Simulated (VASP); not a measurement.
# CuO (CsCl type) (Pm-3m) in VASP: a series of runs

Aim: see how the results for CuO (CsCl type) move with the level of theory and the settings. Levels: LDA, PBEsol. Tasks: single point.

All numbers are computed with VASP 6.6.1; they aren't measurements. Logs are shortened: lines on timing, memory, paths and dates and some standing lists are left out, and cuts for length are marked.

**1. The cell of the first run**

The structure is cubic, space group Pm-3m (No. 221). The conventional cell has a = 2.637 Å, b = 2.637 Å, c = 2.637 Å, α = 90.00°, β = 90.00°, γ = 90.00°. Within 3.0 Å of Cu (site symmetry m-3m) lie 8 O at 2.28 Å and 6 Cu at 2.64 Å. Within 3.0 Å of O (site symmetry m-3m) lie 8 Cu at 2.28 Å and 6 O at 2.64 Å.

**2. Single point, LDA**

File INCAR:

```
  ALGO = Normal
  EDIFF = 1E-6
  ENCUT = 520
  ISIF = 2
  ISMEAR = -1
  LASPH = True
  LCHARG = False
  LREAL = False
  LWAVE = False
  NBANDS = 16
  NELM = 100
  PREC = Accurate
  SIGMA = 0.08
```

File KPOINTS:

```
k-points
0
Gamma
  12 12 12
```

File POSCAR:

```
CuO
1.0
    2.6368332336      0.0000000000      0.0000000000
    0.0000000000      2.6368332336      0.0000000000
    0.0000000000      0.0000000000      2.6368332336
Cu O
1 1
Direct
    0.0000000000      0.0000000000      0.0000000000
    0.5000000000      0.5000000000      0.5000000000
```

Potentials or basis: VASP PAW LDA potentials, release 64 (Cu, O).

Run with:

```
$ cat potpaw_LDA.64/Cu/POTCAR potpaw_LDA.64/O/POTCAR > POTCAR
$ mpirun -np 1 vasp_std > vasp.out
```

OUTCAR:

```text
EDIFF = 1E-6
   ENCUT = 520
   ISIF = 2
   ISMEAR = -1
   LASPH = True
   LREAL = False
   NELM = 100
   PREC = Accurate

 ion  position               nearest neighbor table
   1  0.000  0.000  0.000-   2 2.28   2 2.28   2 2.28   2 2.28   2 2.28   2 2.28   2 2.28   2 2.28

   2  0.500  0.500  0.500-   1 2.28   1 2.28   1 2.28   1 2.28   1 2.28   1 2.28   1 2.28   1 2.28

  LATTYP: Found a simple cubic cell.
 ALAT       =     2.6368332336

  Lattice vectors:

 A1 = (   2.6368332336,   0.0000000000,   0.0000000000)
 A2 = (   0.0000000000,   2.6368332336,   0.0000000000)
 A3 = (   0.0000000000,   0.0000000000,   2.6368332336)

Analysis of symmetry for initial positions (statically):
=====================================================================
 Subroutine PRICEL returns:
 Original cell was already a primitive cell.

 Routine SETGRP: Setting up the symmetry group for a
 simple cubic supercell.

 Subroutine GETGRP returns: Found 48 space group operations
 (whereof 48 operations were pure point group operations)
 out of a pool of 48 trial point group operations.

The static configuration has the point symmetry O_h .

Analysis of symmetry for dynamics (positions and initial velocities):
=====================================================================
 Subroutine PRICEL returns:
 Original cell was already a primitive cell.

 Routine SETGRP: Setting up the symmetry group for a
 simple cubic supercell.

 Subroutine GETGRP returns: Found 48 space group operations
 (whereof 48 operations were pure point group operations)
 out of a pool of 48 trial point group operations.

The dynamic configuration has the point symmetry O_h .

 Subroutine INISYM returns: Found 48 space group operations
 (whereof 48 operations are pure point group operations),
 and found     1 'primitive' translations

----------------------------------------------------------------------------------------

                                     Primitive cell

  volume of cell :      18.3336

  direct lattice vectors                    reciprocal lattice vectors
     2.636833234  0.000000000  0.000000000     0.379242793  0.000000000  0.000000000
     0.000000000  2.636833234  0.000000000     0.000000000  0.379242793  0.000000000
     0.000000000  0.000000000  2.636833234     0.000000000  0.000000000  0.379242793

  length of vectors
     2.636833234  2.636833234  2.636833234     0.379242793  0.379242793  0.379242793

  position of ions in fractional coordinates (direct lattice)
     0.000000000  0.000000000  0.000000000
     0.500000000  0.500000000  0.500000000

  ion indices of the primitive-cell ions
   primitive index   ion index
                 1           1
                 2           2

----------------------------------------------------------------------------------------

 KPOINTS: k-points

Automatic generation of k-mesh.
 Grid dimensions read from file:
 generate k-points for:   12   12   12

 Generating k-lattice:

  Cartesian coordinates                     Fractional coordinates (reciprocal lattice)
     0.031603566  0.000000000  0.000000000     0.083333333  0.000000000  0.000000000
     0.000000000  0.031603566  0.000000000     0.000000000  0.083333333  0.000000000
     0.000000000  0.000000000  0.031603566     0.000000000  0.000000000  0.083333333

  Length of vectors
     0.031603566  0.031603566  0.031603566

  Shift w.r.t. Gamma in fractional coordinates (k-lattice)
     0.000000000  0.000000000  0.000000000

 Subroutine IBZKPT returns following result:
 ===========================================

 Found     84 irreducible k-points:

 Following reciprocal coordinates:
            Coordinates               Weight
  0.000000  0.000000  0.000000      1.000000
  0.083333  0.000000  0.000000      6.000000
  0.166667  0.000000  0.000000      6.000000
  0.250000  0.000000  0.000000      6.000000
  0.333333  0.000000  0.000000      6.000000
  0.416667  0.000000  0.000000      6.000000
[... 16 lines left out ...]
  0.333333  0.333333  0.000000     12.000000
  0.416667  0.333333  0.000000     24.000000
 [... further k-points ...]
   k-points           NKPTS =     84   k-points in BZ     NKDIM =     84   number of bands    NBANDS=     16
   number of dos      NEDOS =    301   number of ions     NIONS =      2
   total plane-waves  NPLWV =   8000
   dimension x,y,z NGX =    20 NGY =   20 NGZ =   20
   dimension x,y,z NGXF=    40 NGYF=   40 NGZF=   40
   ions per type =               1   1
   NGX,Y,Z   is equivalent  to a cutoff of  12.61, 12.61, 12.61 a.u.
   NGXF,Y,Z  is equivalent  to a cutoff of  25.22, 25.22, 25.22 a.u.
 SYSTEM =  unknown system
   PREC   = accura    normal or accurate (medium, high low for compatibility)
   ISTART =      0    job   : 0-new  1-cont  2-samecut
   ICHARG =      2    charge: 1-file 2-atom 10-const
   ISPIN  =      1    spin polarized calculation?
   LNONCOLLINEAR =      F non collinear calculations
   LSORBIT =      F    spin-orbit coupling
   LASPH  =      T    aspherical Exc in radial PAW
   ENCUT  =  520.0 eV  38.22 Ry    6.18 a.u.   4.90  4.90  4.90*2*pi/ulx,y,z
   NELM   =    100;   NELMIN=  2; NELMDL= -5     # of ELM steps
   EDIFF  = 0.1E-05   stopping-criterion for ELM
   LREAL  =      F    real-space projection
   EDIFFG = 0.1E-04   stopping-criterion for IOM
   NSW    =      0    number of steps for IOM
   IBRION =     -1    ionic relax: 0-MD 1-quasi-New 2-CG
   NFREE  =      0    steps in history (QN), initial steepest desc. (CG)
   ISIF   =      2    stress and relaxation
   ISYM   =      2    0-nonsym 1-usesym 2-fastsym
   POTIM  = 0.5000    time-step for ionic-motion
   TEBEG  =    0.0;   TEEND  =   0.0 temperature during run
   PSTRESS=    0.0 pullay stress
   NELECT =      17.0000    total number of electrons
   NUPDOWN=      -1.0000    fix difference up-down
   EMIN   =  10.00;   EMAX   =-10.00  energy-range for DOS
   EFERMI =   0.00;   METHOD = LEGACY
   ISMEAR =    -1;   SIGMA  =   0.08  broadening in eV -4-tet -1-fermi 0-gaus
   EFERMI_NEDOS =   21; number of points for ismear=-14 and -15
   IALGO  =     38    algorithm
   IMIX   =      4    mixing-type and parameters
     AMIX     =   0.40;   BMIX     =  1.00
     AMIX_MAG =   1.60;   BMIX_MAG =  1.00
  volume/ion in A,a.u.               =       9.17        61.86
  Fermi-wavevector in a.u.,A,eV,Ry     =   1.596400  3.016759 34.674366  2.548494
  Thomas-Fermi vector in A             =   2.694169
   LORBIT       =      0    0 simple, 1 ext, 2 COOP (PROOUT), +10 PAW based schemes
   GGA     = CA    functional components
   LHFCALC =     F    Hartree Fock is set to
   AEXX    =    0.0000 exact exchange contribution
   IVDW    =     0    specifies the selected vdW correction
   LEPSILON=     F    determine dielectric tensor
   LRPA    =     F    only Hartree local field effects (RPA)
 non-spin polarized calculation
  energy-cutoff  :      520.00
  volume of cell :       18.33
 maximum number of plane-waves:       512
 NGX is ok and might be reduce to    20
   NGX =  9   NGY =  9   NGZ =  9

 number of electron      17.0000032 magnetization

 Free energy of the ion-electron system (eV)
  ---------------------------------------------------
  ext. energy  EPLUGINS =         0.00000000
  ---------------------------------------------------
  free energy    TOTEN  =       -10.40792568 eV

  energy without entropy =      -10.34565997  energy(sigma->0) =      -10.37679283

 E-fermi :   6.0165     XC(G=0): -13.2509

 val. band max:        6.0122307284   @ k =   0.4167   0.0833   0.0000
 cond. band min:       6.0236977759   @ k =   0.3333   0.1667   0.0833
 fundamental gap:      0.0114670475
 Fermi energy:         6.0165276791

 k-point     1 :       0.0000    0.0000    0.0000
  band No.  band energies     occupation
      1     -12.9307      2.00000
      2       2.7695      2.00000
      3       2.7695      2.00000
      4       4.2252      2.00000
      5       4.2252      2.00000
      6       4.2252      2.00000
[... 8 lines left out ...]
     15      25.3796      0.00000
     16      38.6141      0.00000

 k-point     2 :       0.0833    0.0000    0.0000
  band No.  band energies     occupation
      1     -12.8595      2.00000
      2       2.5638      2.00000
      3       2.7867      2.00000
      4       3.8565      2.00000
      5       3.8565      2.00000
      6       3.8683      2.00000
[... 8 lines left out ...]
     15      26.0155      0.00000
     16      36.4678      0.00000

 k-point     3 :       0.1667    0.0000    0.0000
  band No.  band energies     occupation
      1     -12.6576      2.00000
      2       1.6535      2.00000
      3       2.8337      2.00000
      4       3.4600      2.00000
      5       3.4600      2.00000
      6       3.7869      2.00000
[... 8 lines left out ...]
     15      27.5189      0.00000
     16      33.8320      0.00000

 k-point     4 :       0.2500    0.0000    0.0000
  band No.  band energies     occupation
      1     -12.3600      2.00000
      2       0.4410      2.00000
      3       2.8986      2.00000
      4       3.1277      2.00000
      5       3.1277      2.00000
      6       4.0857      2.00000
[... 8 lines left out ...]
     15      29.5410      0.00000
     16      31.5173      0.00000
[... 324 lines left out ...]
 k-point    22 :       0.5000    0.2500    0.0000
  band No.  band energies     occupation
      1     -11.3101      2.00000
      2      -0.6971      2.00000
      3       1.8557      2.00000
      4       3.1545      2.00000
      5       3.2710      2.00000
      6       4.2029      2.00000
[... 8 lines left out ...]
     15      31.9994      0.00000
     16      32.2382      0.00000

 k-point    23 :       0.3333    0.3333    0.0000
  band No.  band energies     occupation
      1     -11.3725      2.00000
      2       0.2701      2.00000
      3       1.1745      2.00000
      4       3.3572      2.00000
      5       3.3646      2.00000
      6       4.0699      2.00000
[... 8 lines left out ...]
     15      31.2073      0.00000
     16      31.3993      0.00000

 k-point    24 :       0.4167    0.3333    0.0000
  band No.  band energies     occupation
      1     -11.1882      2.00000
      2       0.0673      2.00000
      3       1.2302      2.00000
      4       3.3093      2.00000
      5       3.4570      2.00000
      6       4.0609      2.00000
[... 8 lines left out ...]
     15      31.2377      0.00000
     16      32.0118      0.00000

 [... further k-points ...]
[... 5 lines left out ...]
  --------------------------------------------------------------------------------------
  -------------------------------------------------------------------------------------
  Total       -1.8525561     -1.8525561     -1.8525561     -0.0000000     -0.0000000      0.0000000
  in kB     -161.8951935   -161.8951935   -161.8951935     -0.0000000     -0.0000000      0.0000000
  external PRESSURE =    -161.8951935 kB  Pullay stress =       0.0000000 kB

 VOLUME and BASIS-vectors are now :
 -----------------------------------------------------------------------------
  energy-cutoff  :      520.00
  volume of cell :       18.33
      direct lattice vectors                 reciprocal lattice vectors
     2.636833234  0.000000000  0.000000000     0.379242793  0.000000000  0.000000000
     0.000000000  2.636833234  0.000000000     0.000000000  0.379242793  0.000000000
     0.000000000  0.000000000  2.636833234     0.000000000  0.000000000  0.379242793

 POSITION                                       TOTAL-FORCE (eV/Angst)
 -----------------------------------------------------------------------------------
      0.00000      0.00000      0.00000         0.000000      0.000000      0.000000
      1.31842      1.31842      1.31842         0.000000      0.000000      0.000000
 -----------------------------------------------------------------------------------
    total drift:                               -0.000000      0.000000      0.000000

  FREE ENERGIE OF THE ION-ELECTRON SYSTEM (eV)
  ---------------------------------------------------
  free  energy   TOTEN  =       -10.4079256843 eV

  energy  without entropy=      -10.3456599693  energy(sigma->0) =      -10.37679283
```

Run time: 24 s. Hardware: 1 thread of AMD EPYC 7R43 (Zen 3), shared host; peak memory 0.1 GiB.

What came out:

| Property | Result |
| --- | --- |
| Free energy | -10.4079 eV |
| Pressure | -16.2 GPa |

Levels at points of the mesh, in eV from the Fermi level:
```csv
k point,band 7,band 8,band 9,band 10,band 11,band 12
"(0.00, 0.00, 0.00)",-1.61,-1.61,-1.61,0.73,15.59,15.59
"(0.50, 0.00, 0.00)",-1.12,0.41,0.41,6.37,7.74,17.42
"(0.50, 0.50, 0.00)",-2.06,-1.16,-0.85,5.05,11.17,11.17
"(0.50, 0.50, 0.50)",0.29,0.29,0.29,6.85,6.85,6.85
```

Caveat: an odd number of electrons without spin polarisation forces a metal; a magnetic or distorted state may lie lower; semilocal functionals often make such compounds metallic where correlation or magnetic order opens a gap, which also shifts bond lengths.

**3. Single point, PBEsol**

File INCAR:

```
SYSTEM = CuO
PREC     = Accurate       ! precision mode
ENCUT    = 520            ! plane-wave cutoff, eV
EDIFF    = 1E-6           ! SCF threshold, eV
ISMEAR   = -1             ! smearing method
SIGMA    = 0.08           ! smearing width, eV
LREAL    = .FALSE.        ! projectors in reciprocal space
LASPH    = .TRUE.         ! aspherical terms in the spheres
NELM     = 100            ! most SCF steps
ALGO     = Normal         ! electronic algorithm
ISIF     = 2              ! what is computed and relaxed
LWAVE    = .FALSE.        ! write WAVECAR
LCHARG   = .TRUE.         ! write CHGCAR
GGA      = PS             ! functional
LELF     = .TRUE.         ! ELF
LVHAR    = .TRUE.       
NBANDS   = 16             ! bands
```

File KPOINTS:

```
Automatic mesh
0
G
  12 12 12
  0 0 0
```

POSCAR is that of step 2.

Potentials or basis: VASP PAW PBE potentials, release 64 (Cu, O).

Run with:

```
$ cat potpaw_PBE.64/Cu/POTCAR potpaw_PBE.64/O/POTCAR > POTCAR
$ mpirun -np 1 vasp_std > vasp.out
```

OUTCAR:

```text
SYSTEM = CuO
   PREC = Accurate
   ENCUT = 520
   EDIFF = 1E-6
   ISMEAR = -1
   LREAL = .FALSE.
   LASPH = .TRUE.
   NELM = 100
   ISIF = 2
   GGA = PS

 ion  position               nearest neighbor table
   1  0.000  0.000  0.000-   2 2.28   2 2.28   2 2.28   2 2.28   2 2.28   2 2.28   2 2.28   2 2.28

   2  0.500  0.500  0.500-   1 2.28   1 2.28   1 2.28   1 2.28   1 2.28   1 2.28   1 2.28   1 2.28

  LATTYP: Found a simple cubic cell.
 ALAT       =     2.6368332336

  Lattice vectors:

 A1 = (   2.6368332336,   0.0000000000,   0.0000000000)
 A2 = (   0.0000000000,   2.6368332336,   0.0000000000)
 A3 = (   0.0000000000,   0.0000000000,   2.6368332336)

Analysis of symmetry for initial positions (statically):
=====================================================================
 Subroutine PRICEL returns:
 Original cell was already a primitive cell.

 Routine SETGRP: Setting up the symmetry group for a
 simple cubic supercell.

 Subroutine GETGRP returns: Found 48 space group operations
 (whereof 48 operations were pure point group operations)
 out of a pool of 48 trial point group operations.

The static configuration has the point symmetry O_h .

[... 154 lines left out ...]
  ext. energy  EPLUGINS =         0.00000000
  ---------------------------------------------------
  free energy    TOTEN  =        -9.56289259 eV

  energy without entropy =       -9.50075112  energy(sigma->0) =       -9.53182186

 E-fermi :   6.1616     XC(G=0): -13.0114

 val. band max:        6.1517585267   @ k =   0.4167   0.0833   0.0000
 cond. band min:       6.1686026694   @ k =   0.3333   0.1667   0.0833
 fundamental gap:      0.0168441427
 Fermi energy:         6.1615899143

 k-point     1 :       0.0000    0.0000    0.0000
  band No.  band energies     occupation
      1     -13.0217      2.00000
      2       2.9375      2.00000
      3       2.9375      2.00000
      4       4.3474      2.00000
      5       4.3474      2.00000
      6       4.3474      2.00000
[... 433 lines left out ...]
      3       1.3490      2.00000
      4       3.4761      2.00000
      5       3.6232      2.00000
      6       4.2414      2.00000
[... 8 lines left out ...]
     15      31.3653      0.00000
     16      32.1243      0.00000

 [... further k-points ...]
[... 5 lines left out ...]
  --------------------------------------------------------------------------------------
  -------------------------------------------------------------------------------------
  Total       -1.0448763     -1.0448763     -1.0448763     -0.0000000     -0.0000000     -0.0000000
  in kB      -91.3119194    -91.3119194    -91.3119194     -0.0000000     -0.0000000     -0.0000000
  external PRESSURE =     -91.3119194 kB  Pullay stress =       0.0000000 kB

 VOLUME and BASIS-vectors are now :
 -----------------------------------------------------------------------------
  energy-cutoff  :      520.00
  volume of cell :       18.33
      direct lattice vectors                 reciprocal lattice vectors
     2.636833234  0.000000000  0.000000000     0.379242793  0.000000000  0.000000000
     0.000000000  2.636833234  0.000000000     0.000000000  0.379242793  0.000000000
     0.000000000  0.000000000  2.636833234     0.000000000  0.000000000  0.379242793

 POSITION                                       TOTAL-FORCE (eV/Angst)
 -----------------------------------------------------------------------------------
      0.00000      0.00000      0.00000         0.000000      0.000000      0.000000
      1.31842      1.31842      1.31842         0.000000      0.000000      0.000000
 -----------------------------------------------------------------------------------
    total drift:                               -0.000000      0.000000      0.000000

  FREE ENERGIE OF THE ION-ELECTRON SYSTEM (eV)
  ---------------------------------------------------
  free  energy   TOTEN  =        -9.5628925887 eV

  energy  without entropy=       -9.5007511222  energy(sigma->0) =       -9.53182186
```

OSZICAR:

```text
N       E                     dE             d eps       ncg     rms          rms(c)
DAV:   1     0.842967121923E+02    0.84297E+02   -0.82551E+03  3000   0.167E+03
DAV:   2    -0.827784579433E+01   -0.92575E+02   -0.81816E+02  3032   0.282E+02
DAV:   3    -0.125482026252E+02   -0.42704E+01   -0.39980E+01  3024   0.606E+01
DAV:   4    -0.125879422584E+02   -0.39740E-01   -0.39723E-01  3152   0.578E+00
DAV:   5    -0.125884546484E+02   -0.51239E-03   -0.51239E-03  3400   0.678E-01    0.121E+01
DAV:   6    -0.129463311148E+02   -0.35788E+00   -0.20298E+01  3472   0.123E+02    0.127E+01
DAV:   7    -0.957667610380E+01    0.33697E+01   -0.45854E+00  3368   0.892E+01    0.141E+00
DAV:   8    -0.957197318900E+01    0.47029E-02   -0.29804E-01  2704   0.474E+00    0.592E-01
DAV:   9    -0.956287103682E+01    0.91022E-02   -0.82234E-03  4072   0.178E+00    0.805E-02
DAV:  10    -0.956287946918E+01   -0.84324E-05   -0.53290E-04  3368   0.257E-01    0.442E-02
DAV:  11    -0.956289512569E+01   -0.15657E-04   -0.73773E-05  3144   0.916E-02    0.182E-02
DAV:  12    -0.956289255255E+01    0.25731E-05   -0.10855E-05  3264   0.404E-02    0.338E-03
DAV:  13    -0.956289258869E+01   -0.36139E-07   -0.54727E-07  1688   0.281E-02
   1 F= -.95628926E+01 E0= -.95318219E+01  d E =-.621415E-01
```

It took 26 s on 1 thread of AMD EPYC 7R43 (Zen 3), shared host; peak memory 0.1 GiB.

Results:

| Property | Result |
| --- | --- |
| Free energy | -9.5629 eV |
| Pressure | -9.1 GPa |

Caveat: the PAW data sets were made with another functional, which shifts forces and pressure a little; an odd number of electrons without spin polarisation forces a metal; a magnetic or distorted state may lie lower; semilocal functionals often make such compounds metallic where correlation or magnetic order opens a gap, which also shifts bond lengths. With open d or f shells a metallic result of PBEsol can be an artefact of self-interaction; +U or a hybrid may open a gap.
